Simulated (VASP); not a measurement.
The system is CdF2.

```
Cd F
1.0
     0.00000    2.69418    2.69418
     2.69418    0.00000    2.69418
     2.69418    2.69418    0.00000
Cd F
1 2
Direct
  0.00000 0.00000 0.00000
  0.25000 0.25000 0.25000
  0.75000 0.75000 0.75000
```

Base run:

```yaml
Program: VASP 6.6.1
Functional: PBE
Potentials_or_basis: VASP PAW PBE potentials, release 64 (Cd, F)
Cutoff: 520 eV
k_mesh: 6 × 6 × 6
Occupations: gaussian, width 0.01 eV
Spin: no spin polarisation
```

Its results: band gap on the k mesh 3.09 eV (least direct gap 3.57 eV); pressure 6.2 GPa.

After a change of settings the same cell gave: band gap on the k mesh 2.92 eV (least direct gap 3.39 eV); pressure 0.5 GPa. Which change was it?
A. occupations from gaussian, width 0.01 eV to gaussian, width 0.2 eV
B. functional from PBE to PBE-based screened hybrid with 30 % exact exchange; k mesh from 6 × 6 × 6 to 4 × 4 × 4
C. further incar settings from ALGO = Normal; EDIFF = 1e-06; NBANDS = 20 to ALGO = Normal; EDIFF = 1e-07; NBANDS = 20
D. functional from PBE to PBEsol

D.

PBEsol binds more tightly than PBE, so the same cell stands under less pressure.

Caveats: the cell stands under pressure (at least some runs); the PAW data sets were made with another functional, which shifts forces and pressure a little (at least some runs).
